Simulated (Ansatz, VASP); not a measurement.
**Two plane-wave programs on GeS**

The input POSCAR:

```
GeS
1.0
   10.7807516100      0.0000000000      0.0000000000
    0.0000000000      3.6031403700      0.0000000000
    0.0000000000      0.0000000000      4.5231251300
Ge S
4 4
Direct
    0.8722463400      0.2500000000      0.3668910500
    0.1277536600      0.7500000000      0.6331089500
    0.6277536600      0.7500000000      0.8668910500
    0.3722463400      0.2500000000      0.1331089500
    0.6548307200      0.2500000000      0.5147881700
    0.3451692800      0.7500000000      0.4852118300
    0.8451692800      0.7500000000      0.0147881700
    0.1548307200      0.2500000000      0.9852118300
```

INCAR.step1

```
PREC     = Accurate       # precision mode
ENCUT    = 450            # plane-wave cutoff, eV
ISMEAR   = -1             # smearing method
SIGMA    = 0.01           # smearing width, eV
LREAL    = False          # projectors in reciprocal space
LASPH    = True           # aspherical terms in the spheres
NELM     = 120            # most SCF steps
NBANDS   = 50             # bands
GGA      = PE             # functional
ALGO     = Normal         # electronic algorithm
EDIFF    = 1E-5           # SCF threshold, eV
LWAVE    = True           # write WAVECAR
LCHARG   = False          # write CHGCAR
GGA_COMPAT= False
```

Contents of INCAR.step2:

```
PREC     = Accurate       # precision mode
ENCUT    = 450            # plane-wave cutoff, eV
EDIFF    = 1E-8           # SCF threshold, eV
ISMEAR   = -1             # smearing method
SIGMA    = 0.01           # smearing width, eV
LREAL    = False          # projectors in reciprocal space
LASPH    = True           # aspherical terms in the spheres
NELM     = 120            # most SCF steps
ALGO     = Normal         # electronic algorithm
ISIF     = 2              # what is computed and relaxed
LWAVE    = False          # write WAVECAR
LCHARG   = False          # write CHGCAR
METAGGA  = R2SCAN         # meta-GGA
LMIXTAU  = True         
LEFG     = True         
NBANDS   = 50             # bands
ISTART   = 1            
GGA_COMPAT= False
```

File KPOINTS:

```
regular mesh
0
Gamma
  3 9 7
```

Input for Ansatz:

```yaml
crystal:
  lattice:
    - [10.78075161, 0.0, 0.0]
    - [0.0, 3.60314037, 0.0]
    - [0.0, 0.0, 4.52312513]
  atoms:
    - { symbol: Ge, position: [0.87224634, 0.25, 0.36689105] }
    - { symbol: Ge, position: [0.12775366, 0.75, 0.63310895] }
    - { symbol: Ge, position: [0.62775366, 0.75, 0.86689105] }
    - { symbol: Ge, position: [0.37224634, 0.25, 0.13310895] }
    - { symbol: S, position: [0.65483072, 0.25, 0.51478817] }
    - { symbol: S, position: [0.34516928, 0.75, 0.48521183] }
    - { symbol: S, position: [0.84516928, 0.75, 0.01478817] }
    - { symbol: S, position: [0.15483072, 0.25, 0.98521183] }
kpoints:
  mp_grid: { grid: [3, 9, 7] }
scf:
  occupations: { method: fermi_dirac, width: 0.01 }
hamiltonian:
  xc: r2scan
  pseudopotentials: { kind: paw }
output:
  forces: true
  stress: true
  populations: true
  efg:
    quadrupole_moments_barn: { Ge: -0.196, S: -0.0694 }
    contact_densities: true
```

Alike in both runs: task electric field gradients; functional r2SCAN; k mesh 3 × 9 × 7; occupations fermi-dirac, width 0.01 eV; no spin polarisation.

```csv
,VASP,Ansatz
version,VASP 6.6.1,Ansatz 0.2.0
potentials or method,"VASP PAW PBE potentials, release 64 (Ge_d, S)","plane-wave PAW, scalar-relativistic"
plane-wave cutoff (eV),450,500
valence electrons in the cell,80,80
```

Ansatz gave:

| Property | Result |
| --- | --- |
| gap on the k mesh at the Fermi level (eV) | 1.37 |
| pressure (GPa) | 0.1 |
| traceless stress, the component that is largest in VASP (GPa) | -0.16 |
| rms of the force components (eV/Å) | 0.007 |
| size of Vzz on the site where it differs most (V/Å²) | 93.1 |

**Question.** What did VASP give for the same quantities?

**Answer.** gap on the k mesh at the Fermi level (eV): 1.37; pressure (GPa): -0.2; traceless stress, the component that is largest in VASP (GPa): -0.21; rms of the force components (eV/Å): 0.010; size of Vzz on the site where it differs most (V/Å²): 87.1.

VASP's potentials were made for PBE, not for r2SCAN. Atom by atom the forces differ by 0.004 eV/Å (rms over components).
